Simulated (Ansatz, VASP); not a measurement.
## One calculation of BN, two programs

The input POSCAR:

```
BN
1.0
    0.0279397916      1.7966687473      1.7966687473
    1.7966687473      0.0279397916      1.7966687473
    1.7966687473      1.7966687473      0.0279397916
B N
1 1
Direct
    0.0001412061      0.0001412061      0.0001412061
    0.2498587939      0.2498587939      0.2498587939
```

INCAR.step1

```
PREC     = Accurate       # precision mode
ENCUT    = 520            # plane-wave cutoff, eV
EDIFF    = 1E-5           # SCF threshold, eV
ISMEAR   = 0              # smearing method
SIGMA    = 0.01           # smearing width, eV
LREAL    = F              # projectors in reciprocal space
LASPH    = T              # aspherical terms in the spheres
NELM     = 80             # most SCF steps
ALGO     = Normal         # electronic algorithm
ISIF     = 2              # what is computed and relaxed
LWAVE    = T              # write WAVECAR
LCHARG   = F              # write CHGCAR
GGA      = PE             # functional
NBANDS   = 11             # bands
```

Contents of INCAR.step2:

```
PREC     = Accurate       # precision mode
ENCUT    = 520            # plane-wave cutoff, eV
EDIFF    = 1E-7           # SCF threshold, eV
ISMEAR   = 0              # smearing method
SIGMA    = 0.01           # smearing width, eV
LREAL    = F              # projectors in reciprocal space
LASPH    = T              # aspherical terms in the spheres
NELM     = 80             # most SCF steps
ALGO     = Normal         # electronic algorithm
ISIF     = 2              # what is computed and relaxed
LWAVE    = F              # write WAVECAR
LCHARG   = F              # write CHGCAR
GGA      = PE             # functional
LHFCALC  = T              # exact exchange
HFSCREEN = 0.2079         # screening, 1/A
PRECFOCK = Normal       
ISTART   = 1            
NBANDS   = 11             # bands
```

KPOINTS

```
regular mesh
0
Gamma
  8 8 8
```

Input for Ansatz:

```yaml
crystal:
  lattice:
    - [0.0279397916, 1.7966687473, 1.7966687473]
    - [1.7966687473, 0.0279397916, 1.7966687473]
    - [1.7966687473, 1.7966687473, 0.0279397916]
  atoms:
    - { symbol: B, position: [0.0001412061, 0.0001412061, 0.0001412061] }
    - { symbol: "N", position: [0.2498587939, 0.2498587939, 0.2498587939] }
kpoints:
  mp_grid: { grid: [8, 8, 8] }
  band_path:
    path:
      - [0.0, 0.0, 0.0]
      - [-0.5, -0.5, 0.0]
      - [-0.375, -0.375, 0.25]
      - [-0.375, 0.0, 0.375]
      - [0.0, 0.0, 0.5]
      - [-0.5, -0.25, 0.25]
      - [0.0, 0.5, 0.5]
    npoints: 1
hamiltonian:
  xc: hse06
scf:
  occupations: { method: fixed }
  n_extra_bands: 4
output:
  forces: true
  stress: true
  eigenvalues: true
```

Change from the starting cell: epitaxial_111 strain -2.0%.

Alike in both runs: task single point; functional HSE06; k mesh 8 × 8 × 8; no spin polarisation.

|  | VASP | Ansatz |
| --- | --- | --- |
| version | VASP 6.6.1 | Ansatz 0.2.0 |
| potentials or method | VASP PAW PBE potentials, release 64 (B, N) | plane waves, PAW |
| plane-wave cutoff (eV) | 520 | 420 |
| occupations | gaussian, width 0.01 eV | fixed |
| valence electrons in the cell | 8 | 8 |

|  | VASP | Ansatz | Ansatz less VASP |
| --- | --- | --- | --- |
| gap on the k mesh at the Fermi level (eV) | 5.77 | 5.78 | +0.014 |
| pressure (GPa) | 11.9 | 11.3 | -0.64 |
| traceless stress, the component that is largest in VASP (GPa) | -8.01 | -7.95 | +0.057 |
| rms of the force components (eV/Å) | 0.015 | 0.012 | -0.0030 |

Atom by atom the forces differ by 0.003 eV/Å (rms over components). Ansatz's warnings: stress exchange threshold loose, stress scf threshold loose.
